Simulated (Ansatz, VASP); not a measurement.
**SiGe7: VASP beside Ansatz**

```
Ge Si
1.0
     5.63886    0.00000    0.00000
     0.00000   -5.63886    0.00000
     0.00000    0.00000   -5.63886
Ge Si
7 1
Direct
  0.74706 0.74706 0.74706
  0.25294 0.25294 0.74706
  0.25294 0.74706 0.25294
  0.74706 0.25294 0.25294
  0.50000 0.00000 0.00000
  0.00000 0.50000 0.00000
  0.00000 0.00000 0.50000
  0.50000 0.50000 0.50000
```

Alike in both runs: functional PBEsol; k mesh 6 × 6 × 6; occupations gaussian, width 0.01 eV; no spin polarisation.

Ansatz relaxed the structure, and its values are those at the end. VASP's run is a single point on that final structure, the one shown.

|  | VASP | Ansatz |
| --- | --- | --- |
| version | VASP 6.6.1 | Ansatz 0.2.0 |
| potentials or method | VASP PAW PBE potentials, release 64 (Ge_d, Si), cutoff 520 eV | scalar-relativistic, plane waves, PAW |
| valence electrons in the cell | 102 | 102 |

|  | VASP | Ansatz | Ansatz less VASP |
| --- | --- | --- | --- |
| gap on the k mesh at the Fermi level (eV) | 0.17 | 0.16 | -0.005 |
| least direct gap on the mesh (eV) | 0.34 | 0.33 | -0.011 |
| pressure (GPa) | -0.1 | 0.0 | +0.08 |

VASP's potentials were made for PBE, not for PBEsol.
